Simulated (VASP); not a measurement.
Wanted: the native input for a VASP 6.6.1 run.

```
Task                   : relaxation of cell and atoms
Functional             : PBE
Potentials or basis    : VASP PAW PBE potentials, release 64 (Si, C_h)
Cutoff                 : 910 eV
k mesh                 : 24 × 24 × 6
Occupations            : gaussian, width 0.1 eV
Spin                   : no spin polarisation
Dipole correction      : no
Further INCAR settings : ALGO = Normal; EDIFF = 1e-07; IBRION = 2; EDIFFG = -0.01; NSW = 100; ISIF = 3
```

The structure of SiC2 lies in POSCAR:

```
SiC2
1.0
    2.4736544289      0.0000000000      0.0000000000
   -1.2368272145      2.1422475757      0.0000000000
    0.0000000000      0.0000000000      8.4536944631
Si C
1 2
Direct
    0.0000000000      0.0000000000      0.0000000000
    0.3333333333      0.6666666667      0.5000000000
    0.6666666667      0.3333333333      0.5000000000
```

These files were run (other wordings do the same):

INCAR

```
SYSTEM = SiC2
  ALGO = Normal
  EDIFF = 1E-7
  EDIFFG = -0.01
  ENCUT = 910
  GGA = PE
  GGA_COMPAT = .False.
  IBRION = 2
  ISIF = 3
  ISMEAR = 0
  LASPH = .True.
  LCHARG = .False.
  LREAL = .False.
  LWAVE = .False.
  NELM = 120
  NELMIN = 4
  NSW = 100
  PREC = Accurate
  SIGMA = 0.1
```

KPOINTS

```
k-points
0
Gamma
  24 24 6
  0 0 0
```

Potentials or basis: VASP PAW PBE potentials, release 64 (Si, C_h).

The run is started by

```sh
$ cat potpaw_PBE.64/Si/POTCAR potpaw_PBE.64/C_h/POTCAR > POTCAR
$ mpirun -np 1 vasp_std > vasp.out
```

It gave:

```
Relaxed volume                        : 15.08 Å³/atom
Relaxed cell                          : a = 2.470 Å, b = 2.470 Å, c = 8.561 Å, α = 90.00°, β = 90.00°, γ = 120.00°
Space group after relaxing (to 0.1 Å) : P6/mmm (No. 191)
Energy gained by relaxing             : 0.3 meV/atom
Ionic steps                           : 8
Pressure after relaxing               : 0.0 GPa
Band gap on the k mesh                : zero (bands 6 and 7 overlap by 1.25 eV)
```

Caveat: the cutoff is under 1.25 times the usual one of these potentials, so pressure, stress and relaxed cells hold a basis-set (Pulay) error.

Wall time 9.8 min on 1 thread of Intel(R) Xeon(R) Platinum 8375C CPU @ 2.90GHz (Ice Lake), with other jobs on the host, peak memory 0.4 GiB.
